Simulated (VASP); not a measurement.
# TaSi2 (P6_422) in VASP: a series of runs

Runs on TaSi2. Level: PBEsol. Tasks: single point.

Everything below comes from runs of VASP 6.6.1. Logs are shortened: lines on timing, memory, paths and dates and some standing lists are left out, and cuts for length are marked.

**1. The cell of the first run**

Symmetry: P6_422, No. 181, hexagonal system. Conventional cell: a = 4.686 Å, b = 4.686 Å, c = 6.436 Å, α = 90.00°, β = 90.00°, γ = 120.00°. Within 3.4 Å of Ta (site symmetry 222) lie 10 Si at 2.55 to 2.77 Å and 4 Ta at 3.18 Å. Si (site symmetry 2) has 9 Si at 2.50 to 3.26 Å and 5 Ta at 2.55 to 2.77 Å within 3.3 Å.

**2. Single point, PBEsol**

INCAR

```
SYSTEM = TaSi2
PREC     = Accurate       ! precision mode
ENCUT    = 520            ! plane-wave cutoff, eV
EDIFF    = 1E-6           ! SCF threshold, eV
ISMEAR   = -1             ! smearing method
SIGMA    = 0.05           ! smearing width, eV
LREAL    = .FALSE.        ! projectors in reciprocal space
LASPH    = .TRUE.         ! aspherical terms in the spheres
NELM     = 80             ! most SCF steps
ALGO     = Normal         ! electronic algorithm
ISIF     = 2              ! what is computed and relaxed
LWAVE    = .FALSE.        ! write WAVECAR
LCHARG   = .FALSE.        ! write CHGCAR
GGA      = PS             ! functional
NBANDS   = 38             ! bands
```

KPOINTS

```
regular mesh
0
G
  7 7 4
  0 0 0
```

POSCAR

```
TaSi2
1.0
    4.6862419855      0.0000000000      0.0000000000
   -2.3431209927      4.0584046077      0.0000000000
    0.0000000000      0.0000000000      6.4358807343
Ta Si
3 6
Direct
    0.0000000000      0.5000000000      0.3333333333
    0.5000000000      0.5000000000      0.6666666667
    0.5000000000      0.0000000000      0.0000000000
    0.3179400000      0.1589700000      0.3333333333
    0.1589700000      0.8410300000      0.6666666667
    0.8410300000      0.6820600000      0.0000000000
    0.6820600000      0.8410300000      0.3333333333
    0.8410300000      0.1589700000      0.6666666667
    0.1589700000      0.3179400000      0.0000000000
```

Potentials or basis: VASP PAW PBE potentials, release 64 (Ta_pv, Si).

The run is started by

```bash
> cat potpaw_PBE.64/Ta_pv/POTCAR potpaw_PBE.64/Si/POTCAR > POTCAR
> mpirun -np 1 vasp_std > vasp.out
```

OUTCAR:

```text
SYSTEM = TaSi2
   PREC = Accurate
   ENCUT = 520
   EDIFF = 1E-6
   ISMEAR = -1
   LREAL = .FALSE.
   LASPH = .TRUE.
   NELM = 80
   ISIF = 2
   GGA = PS

 ion  position               nearest neighbor table
   1  0.000  0.500  0.333-   6 2.55   9 2.55   8 2.55   5 2.55   4 2.67   7 2.67   4 2.67   7 2.67
                             7 2.77   4 2.77   3 3.18   3 3.18   2 3.18   2 3.18
   2  0.500  0.500  0.667-   6 2.55   9 2.55   7 2.55   4 2.55   8 2.67   5 2.67   5 2.67   8 2.67
                             8 2.77   5 2.77   3 3.18   3 3.18   1 3.18   1 3.18
   3  0.500  0.000  0.000-   4 2.55   7 2.55   5 2.55   8 2.55   6 2.67   9 2.67   9 2.67   6 2.67
                             9 2.77   6 2.77   2 3.18   2 3.18   1 3.18   1 3.18
   4  0.318  0.159  0.333-   9 2.50   5 2.50   3 2.55   2 2.55   7 2.58   1 2.67   1 2.67   1 2.77
                             7 2.77   7 2.77   6 3.10   8 3.10
   5  0.159  0.841  0.667-   6 2.50   4 2.50   3 2.55   1 2.55   8 2.58   2 2.67   2 2.67   2 2.77
                             8 2.77   8 2.77   9 3.10   7 3.10
   6  0.841  0.682  0.000-   7 2.50   5 2.50   1 2.55   2 2.55   9 2.58   3 2.67   3 2.67   3 2.77
                             9 2.77   9 2.77   8 3.10   4 3.10
   7  0.682  0.841  0.333-   6 2.50   8 2.50   3 2.55   2 2.55   4 2.58   1 2.67   1 2.67   1 2.77
                             4 2.77   4 2.77   9 3.10   5 3.10
   8  0.841  0.159  0.667-   9 2.50   7 2.50   3 2.55   1 2.55   5 2.58   2 2.67   2 2.67   2 2.77
                             5 2.77   5 2.77   6 3.10   4 3.10
   9  0.159  0.318  0.000-   4 2.50   8 2.50   1 2.55   2 2.55   6 2.58   3 2.67   3 2.67   3 2.77
                             6 2.77   6 2.77   5 3.10   7 3.10

  LATTYP: Found a hexagonal cell.
 ALAT       =     4.6862419855
 C/A-ratio  =     1.3733564665

  Lattice vectors:

 A1 = (   4.6862419855,   0.0000000000,   0.0000000000)
 A2 = (  -2.3431209927,   4.0584046077,   0.0000000000)
 A3 = (   0.0000000000,   0.0000000000,   6.4358807343)

Analysis of symmetry for initial positions (statically):
=====================================================================
 Subroutine PRICEL returns:
 Original cell was already a primitive cell.

 Routine SETGRP: Setting up the symmetry group for a
 hexagonal supercell.

 Subroutine GETGRP returns: Found 12 space group operations
 (whereof  4 operations were pure point group operations)
 out of a pool of 24 trial point group operations.

The static configuration has the point symmetry D_2 .
 The point group associated with its full space group is D_6 .

Analysis of symmetry for dynamics (positions and initial velocities):
=====================================================================
 Subroutine PRICEL returns:
 Original cell was already a primitive cell.

 Routine SETGRP: Setting up the symmetry group for a
 hexagonal supercell.

 Subroutine GETGRP returns: Found 12 space group operations
 (whereof  4 operations were pure point group operations)
 out of a pool of 24 trial point group operations.

The dynamic configuration has the point symmetry D_2 .
 The point group associated with its full space group is D_6 .

 Subroutine INISYM returns: Found 12 space group operations
 (whereof  4 operations are pure point group operations),
 and found     1 'primitive' translations

----------------------------------------------------------------------------------------

                                     Primitive cell

  volume of cell :     122.4019

  direct lattice vectors                    reciprocal lattice vectors
     4.686241985  0.000000000  0.000000000     0.213390602  0.123201122  0.000000000
    -2.343120993  4.058404608  0.000000000     0.000000000  0.246402243  0.000000000
     0.000000000  0.000000000  6.435880734     0.000000000  0.000000000  0.155378889

  length of vectors
     4.686241985  4.686241985  6.435880734     0.246402243  0.246402243  0.155378889

  position of ions in fractional coordinates (direct lattice)
     1.000000000  0.500000000  0.333333333
     0.500000000  0.500000000  0.666666667
     0.500000000  0.000000000  0.000000000
     0.317940000  0.158970000  0.333333333
     0.158970000  0.841030000  0.666666667
     0.841030000  0.682060000  0.000000000
     0.682060000  0.841030000  0.333333333
     0.841030000  0.158970000  0.666666667
     0.158970000  0.317940000  0.000000000

  ion indices of the primitive-cell ions
   primitive index   ion index
                 1           1
                 2           2
                 3           3
                 4           4
                 5           5
                 6           6
                 7           7
                 8           8
                 9           9

----------------------------------------------------------------------------------------

 KPOINTS: regular mesh

Automatic generation of k-mesh.
 Grid dimensions read from file:
 generate k-points for:    7    7    4

[... 38 lines left out ...]
   PREC   = accura    normal or accurate (medium, high low for compatibility)
   ISTART =      0    job   : 0-new  1-cont  2-samecut
   ICHARG =      2    charge: 1-file 2-atom 10-const
   ISPIN  =      1    spin polarized calculation?
   LNONCOLLINEAR =      F non collinear calculations
   LSORBIT =      F    spin-orbit coupling
   LASPH  =      T    aspherical Exc in radial PAW
   ENCUT  =  520.0 eV  38.22 Ry    6.18 a.u.   8.71  8.71 11.97*2*pi/ulx,y,z
   NELM   =     80;   NELMIN=  2; NELMDL= -5     # of ELM steps
   EDIFF  = 0.1E-05   stopping-criterion for ELM
   LREAL  =      F    real-space projection
   EDIFFG = 0.1E-04   stopping-criterion for IOM
   NSW    =      0    number of steps for IOM
   IBRION =     -1    ionic relax: 0-MD 1-quasi-New 2-CG
   NFREE  =      0    steps in history (QN), initial steepest desc. (CG)
   ISIF   =      2    stress and relaxation
   ISYM   =      2    0-nonsym 1-usesym 2-fastsym
   POTIM  = 0.5000    time-step for ionic-motion
   TEBEG  =    0.0;   TEEND  =   0.0 temperature during run
   PSTRESS=    0.0 pullay stress
   NELECT =      57.0000    total number of electrons
   NUPDOWN=      -1.0000    fix difference up-down
   EMIN   =  10.00;   EMAX   =-10.00  energy-range for DOS
   EFERMI =   0.00;   METHOD = LEGACY
   ISMEAR =    -1;   SIGMA  =   0.05  broadening in eV -4-tet -1-fermi 0-gaus
   EFERMI_NEDOS =   21; number of points for ismear=-14 and -15
   IALGO  =     38    algorithm
   IMIX   =      4    mixing-type and parameters
     AMIX     =   0.40;   BMIX     =  1.00
     AMIX_MAG =   1.60;   BMIX_MAG =  1.00
  volume/ion in A,a.u.               =      13.60        91.78
  Fermi-wavevector in a.u.,A,eV,Ry     =   1.268928  2.397927 21.907818  1.610179
  Thomas-Fermi vector in A             =   2.401997
   LORBIT       =      0    0 simple, 1 ext, 2 COOP (PROOUT), +10 PAW based schemes
   GGA     = PS    functional components
   LHFCALC =     F    Hartree Fock is set to
   AEXX    =    0.0000 exact exchange contribution
   IVDW    =     0    specifies the selected vdW correction
   LEPSILON=     F    determine dielectric tensor
   LRPA    =     F    only Hartree local field effects (RPA)
 non-spin polarized calculation
  energy-cutoff  :      520.00
  volume of cell :      122.40
 maximum number of plane-waves:      3336
 NGX is ok and might be reduce to    36
   NGX = 17   NGY = 17   NGZ = 23

 number of electron      57.0000000 magnetization

 Free energy of the ion-electron system (eV)
  ---------------------------------------------------
  ext. energy  EPLUGINS =         0.00000000
  ---------------------------------------------------
  free energy    TOTEN  =       -77.14443552 eV

  energy without entropy =      -77.12088391  energy(sigma->0) =      -77.13265972

 E-fermi :   9.9528     XC(G=0): -12.4343

 val. band max:        9.9401533991   @ k =   0.4286   0.1429   0.0000
 cond. band min:       9.9694481624   @ k =   0.2857   0.2857   0.5000
 fundamental gap:      0.0292947634
 Fermi energy:         9.9527533770

 k-point     1 :       0.0000    0.0000    0.0000
  band No.  band energies     occupation
      1     -24.1982      2.00000
      2     -24.1982      2.00000
      3     -24.1931      2.00000
      4     -24.1208      2.00000
      5     -24.1208      2.00000
      6     -23.9971      2.00000
[... 30 lines left out ...]
     37      14.1370      0.00000
     38      14.4061      0.00000
[... 941 lines left out ...]
     37      13.6842      0.00000
     38      13.9627      0.00000

------------------------ aborting loop because EDIFF is reached ----------------------------------------

  FORCE on cell =-STRESS in cart. coord.  units (eV):
  Direction    XX          YY          ZZ          XY          YZ          ZX
  --------------------------------------------------------------------------------------
  -------------------------------------------------------------------------------------
  Total        7.7643163      7.7643163     10.8313922      0.0000000     -0.0000000      0.0000000
  in kB      101.6308975    101.6308975    141.7773397      0.0000000     -0.0000000      0.0000000
  external PRESSURE =     115.0130449 kB  Pullay stress =       0.0000000 kB

 VOLUME and BASIS-vectors are now :
 -----------------------------------------------------------------------------
  energy-cutoff  :      520.00
  volume of cell :      122.40
      direct lattice vectors                 reciprocal lattice vectors
     4.686241985  0.000000000  0.000000000     0.213390602  0.123201122  0.000000000
    -2.343120993  4.058404608  0.000000000     0.000000000  0.246402243  0.000000000
     0.000000000  0.000000000  6.435880734     0.000000000  0.000000000  0.155378889

 POSITION                                       TOTAL-FORCE (eV/Angst)
 -----------------------------------------------------------------------------------
     -1.17156      2.02920      2.14529        -0.000000     -0.000000     -0.000000
      1.17156      2.02920      4.29059        -0.000000     -0.000000      0.000000
      2.34312      0.00000      0.00000        -0.000000     -0.000000      0.000000
      1.11746      0.64516      2.14529         0.054699      0.031581     -0.000000
     -1.22566      3.41324      4.29059         0.054699     -0.031581     -0.000000
      2.34312      2.76808      0.00000        -0.000000     -0.063161     -0.000000
      1.22566      3.41324      2.14529        -0.054699     -0.031581     -0.000000
      3.56878      0.64516      4.29059        -0.054699      0.031581     -0.000000
      0.00000      1.29033      0.00000         0.000000      0.063161     -0.000000
 -----------------------------------------------------------------------------------
    total drift:                                0.000000     -0.000000     -0.000000

  FREE ENERGIE OF THE ION-ELECTRON SYSTEM (eV)
  ---------------------------------------------------
  free  energy   TOTEN  =       -77.1444355170 eV

  energy  without entropy=      -77.1208839145  energy(sigma->0) =      -77.13265972
```

Wall time 48 s (1 thread of Intel Xeon 6975P-C (Granite Rapids), shared host); peak memory 0.27 GiB.

Results:

```yaml
Free_energy: -77.1444 eV
Pressure: 11.5 GPa
Largest_force: 0.063 eV/Å
Band_gap_on_the_k_mesh: zero (an odd number of electrons rules out a gap without spin polarisation)
```

Forces on the atoms (eV/Å):
```
Ta   0.000  0.000  0.000
Ta   0.000  0.000  0.000
Ta   0.000  0.000  0.000
Si   0.055  0.032  0.000
Si   0.055 -0.032  0.000
Si   0.000 -0.063  0.000
Si  -0.055 -0.032  0.000
Si  -0.055  0.032  0.000
Si   0.000  0.063  0.000
```

Caveat: the cell stands under pressure; the PAW data sets were made with another functional, which shifts forces and pressure a little; spin-orbit coupling is left out, which moves the levels of the heavy elements.

**3. Single point, PBEsol**

This run uses another cell than the first one, of 13.89 Å³/atom.

INCAR

```
ALGO = Normal
EDIFF = 1E-6
ENCUT = 520
GGA = PS
ISIF = 2
ISMEAR = -1
LASPH = T
LCHARG = F
LREAL = F
LWAVE = F
NBANDS = 38
NELM = 100
PREC = Accurate
SIGMA = 0.05
```

KPOINTS

```
k-points
0
Gamma
  7 7 4
```

Edit POSCAR of step 2 so:

```diff
@@ -2,5 +2,5 @@
 1.0
-    4.6862419855      0.0000000000      0.0000000000
-   -2.3431209927      4.0584046077      0.0000000000
-    0.0000000000      0.0000000000      6.4358807343
+    4.7192447770      0.0000000000      0.0000000000
+   -2.3596223885      4.0869858636      0.0000000000
+    0.0000000000      0.0000000000      6.4812053313
 Ta Si
```

Potentials or basis: VASP PAW PBE potentials, release 64 (Ta_pv, Si).

The run is started by

```bash
> cat potpaw_PBE.64/Ta_pv/POTCAR potpaw_PBE.64/Si/POTCAR > POTCAR
> mpirun -np 1 vasp_std > vasp.out
```

Wall time 44 s (1 thread of Intel Xeon 6975P-C (Granite Rapids), shared host); peak memory 0.28 GiB.

Results (log left out):

- Free energy: -77.2908 eV
- Pressure: 6.5 GPa
- Largest force: 0.060 eV/Å
- Band gap on the k mesh: zero (an odd number of electrons rules out a gap without spin polarisation)

Forces on the atoms (eV/Å):
```
Ta   0.000  0.000  0.000
Ta   0.000  0.000  0.000
Ta   0.000  0.000  0.000
Si   0.052  0.030  0.000
Si   0.052 -0.030  0.000
Si   0.000 -0.060  0.000
Si  -0.052 -0.030  0.000
Si  -0.052  0.030  0.000
Si   0.000  0.060  0.000
```

Stress tensor (GPa, compression positive):
```
5.53 0.00 0.00
0.00 5.53 0.00
0.00 0.00 8.54
```

Levels at points of the mesh, in eV from the Fermi level:
```tsv
k point	band 26	band 27	band 28	band 29	band 30	band 31	band 32	band 33
(0.00, 0.00, 0.00)	-2.43	-2.26	-2.26	-1.46	0.73	3.09	3.09	3.71
(0.00, 0.00, 0.50)	-1.98	-1.76	-1.76	1.19	1.19	2.87	2.87	3.62
```

Caveat: the cell stands under pressure; the PAW data sets were made with another functional, which shifts forces and pressure a little; spin-orbit coupling is left out, which moves the levels of the heavy elements.

**4. Single point, PBEsol**

This run uses another cell than the first one, of 14.18 Å³/atom.

INCAR

```
SYSTEM = TaSi2
ALGO     = Normal         ! electronic algorithm
EDIFF    = 1E-6           ! SCF threshold, eV
ENCUT    = 520            ! plane-wave cutoff, eV
GGA      = PS             ! functional
ISIF     = 2              ! what is computed and relaxed
ISMEAR   = -1             ! smearing method
LASPH    = .True.         ! aspherical terms in the spheres
LCHARG   = .True.         ! write CHGCAR
LELF     = .True.         ! ELF
LREAL    = .False.        ! projectors in reciprocal space
LVHAR    = .True.       
LWAVE    = .False.        ! write WAVECAR
NBANDS   = 38             ! bands
NELM     = 100            ! most SCF steps
PREC     = Accurate       ! precision mode
SIGMA    = 0.05           ! smearing width, eV
```

KPOINTS

```
k-points
0
Gamma
  7 7 4
  0 0 0
```

Edit POSCAR of step 3 so:

```diff
@@ -2,5 +2,5 @@
 1.0
-    4.7192447770      0.0000000000      0.0000000000
-   -2.3596223885      4.0869858636      0.0000000000
-    0.0000000000      0.0000000000      6.4812053313
+    4.7517923212      0.0000000000      0.0000000000
+   -2.3758961606      4.1151728637      0.0000000000
+    0.0000000000      0.0000000000      6.5259047117
 Ta Si
```

The run is started by

```bash
> cat potpaw_PBE.64/Ta_pv/POTCAR potpaw_PBE.64/Si/POTCAR > POTCAR
> mpirun -np 1 vasp_std > vasp.out
```

It took 60 s on 1 thread of Intel Xeon 6975P-C (Granite Rapids), shared host; peak memory 0.28 GiB.

Results (log left out):

- Free energy: -77.3605 eV
- Pressure: 2.1 GPa
- Largest force: 0.058 eV/Å
- Band gap on the k mesh: zero (an odd number of electrons rules out a gap without spin polarisation)

Forces on the atoms (eV/Å):
```
Ta   0.000  0.000  0.000
Ta   0.000  0.000  0.000
Ta   0.000  0.000  0.000
Si   0.050  0.029  0.000
Si   0.050 -0.029  0.000
Si   0.000 -0.058  0.000
Si  -0.050 -0.029  0.000
Si  -0.050  0.029  0.000
Si   0.000  0.058  0.000
```

Stress tensor (GPa, compression positive):
```
1.37 0.00 0.00
0.00 1.37 0.00
0.00 0.00 3.46
```

Levels at points of the mesh, in eV from the Fermi level:
```tsv
k point	band 25	band 26	band 27	band 28	band 29	band 30	band 31	band 32	band 33	band 34
(0.00, 0.00, 0.00)	-2.52	-2.42	-2.22	-2.22	-1.46	0.73	3.03	3.03	3.62	3.63
(0.00, 0.00, 0.50)	-2.28	-1.99	-1.76	-1.76	1.17	1.17	2.75	2.75	3.53	3.57
```

Caveat: the PAW data sets were made with another functional, which shifts forces and pressure a little; spin-orbit coupling is left out, which moves the levels of the heavy elements.

**5. Single point, PBEsol**

This run uses another cell than the first one, of 14.29 Å³/atom.

INCAR

```
ALGO = Normal
EDIFF = 1E-6
ENCUT = 520
GGA = PS
ISIF = 2
ISMEAR = -1
LASPH = True
LCHARG = False
LREAL = False
LWAVE = False
NBANDS = 38
NELM = 80
PREC = Accurate
SIGMA = 0.05
```

KPOINTS

```
k-points
0
Gamma
  7 7 4
```

POSCAR

```
TaSi2
1.0
    4.7564999185      0.0000000000      0.0000000000
   -2.3782499592      4.1192497625      0.0000000000
    0.0000000000      0.0000000000      6.5649169522
Ta Si
3 6
Direct
    0.0000000000      0.5000000000      0.3333333333
    0.5000000000      0.5000000000      0.6666666667
    0.5000000000      0.0000000000      0.0000000000
    0.3191322873      0.1595661437      0.3333333333
    0.1595661437      0.8404338563      0.6666666667
    0.8404338563      0.6808677127      0.0000000000
    0.6808677127      0.8404338563      0.3333333333
    0.8404338563      0.1595661437      0.6666666667
    0.1595661437      0.3191322873      0.0000000000
```

The run is started by

```bash
> cat potpaw_PBE.64/Ta_pv/POTCAR potpaw_PBE.64/Si/POTCAR > POTCAR
> mpirun -np 1 vasp_std > vasp.out
```

Run time: 52 s. Hardware: 1 thread of Intel Xeon 6975P-C (Granite Rapids), shared host; peak memory 0.28 GiB.

The run converged. Its results:

```
Free energy            : -77.3721 eV
Pressure               : 0.3 GPa
Band gap on the k mesh : zero (an odd number of electrons rules out a gap without spin polarisation)
```

Stress tensor (GPa, compression positive):
```
0.29 0.00 0.00
0.00 0.29 0.00
0.00 0.00 0.38
```

Levels at points of the mesh, in eV from the Fermi level:
```tsv
k point	band 25	band 26	band 27	band 28	band 29	band 30	band 31	band 32	band 33	band 34
(0.00, 0.00, 0.00)	-2.50	-2.38	-2.21	-2.21	-1.48	0.69	3.03	3.03	3.51	3.62
(0.00, 0.00, 0.50)	-2.29	-1.95	-1.76	-1.76	1.10	1.10	2.70	2.70	3.44	3.52
```

Caveat: the PAW data sets were made with another functional, which shifts forces and pressure a little; spin-orbit coupling is left out, which moves the levels of the heavy elements.

**6. Overview**

```csv
cell,gap on the mesh (eV),pressure (GPa),largest force (eV/Å)
"a = 4.686, b = 4.686, c = 6.436 Å, angles 90.0, 90.0, 120.0°, 9 atoms",none,11.5,0.06
"a = 4.719, b = 4.719, c = 6.481 Å, angles 90.0, 90.0, 120.0°, 9 atoms",none,6.5,0.06
"a = 4.752, b = 4.752, c = 6.526 Å, angles 90.0, 90.0, 120.0°, 9 atoms",none,2.1,0.06
"a = 4.756, b = 4.756, c = 6.565 Å, angles 90.0, 90.0, 120.0°, 9 atoms",none,0.3,-
```

Alike in all rows: task single point; level PBEsol; potentials or basis VASP PAW PBE potentials, release 64 (Ta_pv, Si); no spin polarisation; k mesh 7 × 7 × 4; cutoff (eV) 520; smearing fermi-dirac 0.05 eV.

Caveats: the PAW data sets were made with another functional, which shifts forces and pressure a little; spin-orbit coupling is left out, which moves the levels of the heavy elements; the cell stands under pressure (at least some runs).

Absolute energies hang on the potentials; compare differences alone.
